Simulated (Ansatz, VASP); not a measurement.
# One calculation of Mg2Al, two programs

```
CELL_PARAMETERS angstrom
3.08148 0.00000 0.00000
-1.54074 2.66864 0.00000
0.00000 0.00000 14.97639
ATOMIC_POSITIONS crystal
Mg 0.33333 0.66667 0.58846
Mg 0.66667 0.33333 0.08846
Mg 0.33333 0.66667 0.91154
Mg 0.66667 0.33333 0.41154
Al 0.33333 0.66667 0.25000
Al 0.66667 0.33333 0.75000
```

Alike in both runs: functional PBE; k mesh 6 × 6 × 2; occupations gaussian, width 0.1 eV; no spin polarisation.

Ansatz relaxed the structure, and its values are those at the end. VASP's run is a single point on that final structure, the one shown.

|  | VASP | Ansatz |
| --- | --- | --- |
| version | VASP 6.6.1 | Ansatz 0.2.0 |
| potentials or method | VASP PAW PBE potentials, release 64 (Mg, Al), cutoff 520 eV | scalar-relativistic, plane waves, PAW |
| valence electrons in the cell | 14 | 46 |

|  | VASP | Ansatz | Ansatz less VASP |
| --- | --- | --- | --- |
| gap on the k mesh at the Fermi level (eV) | none | none | - |
| pressure (GPa) | 0.0 | 0.1 | +0.11 |
| rms of the force components (eV/Å) | 0.006 | 0.006 | +0.0003 |

A gap of «none» marks a metal or a gap that the smearing closes. VASP's potentials hold 14 valence electrons a cell and Ansatz's 46, so a difference there can come from the potentials and not from the codes.

The k mesh is coarse, so the values compare programs but aren't converged.
